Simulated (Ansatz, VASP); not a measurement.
CsGaCl2: VASP beside Ansatz

```
CELL_PARAMETERS angstrom
4.55334 0.00000 0.00000
-2.27667 3.94331 0.00000
0.00000 0.00000 15.87221
ATOMIC_POSITIONS crystal
Cs 0.00000 0.00000 0.25000
Cs 0.00000 0.00000 0.75000
Ga 0.00000 0.00000 0.50000
Ga 0.00000 0.00000 0.00000
Cl 0.33333 0.66667 0.39267
Cl 0.33333 0.66667 0.89267
Cl 0.66667 0.33333 0.10733
Cl 0.66667 0.33333 0.60733
```

Alike in both runs: task single point; functional PBE; k mesh 3 × 3 × 1; occupations gaussian, width 0.1 eV; no spin polarisation.

|  | VASP | Ansatz |
| --- | --- | --- |
| version | VASP 6.6.1 | Ansatz 0.2.0 |
| potentials or method | VASP PAW PBE potentials, release 64 (Cs_sv, Ga_d, Cl), cutoff 520 eV | scalar-relativistic, plane waves, PAW |
| valence electrons in the cell | 72 | 72 |

|  | VASP | Ansatz | Ansatz less VASP |
| --- | --- | --- | --- |
| gap on the k mesh at the Fermi level (eV) | 3.00 | 3.00 | +0.002 |
| least direct gap on the mesh (eV) | 3.27 | 3.27 | +0.003 |
| pressure (GPa) | 0.0 | 0.0 | -0.01 |

The k mesh is coarse, so the values compare programs but aren't converged. Spin-orbit coupling is off throughout.
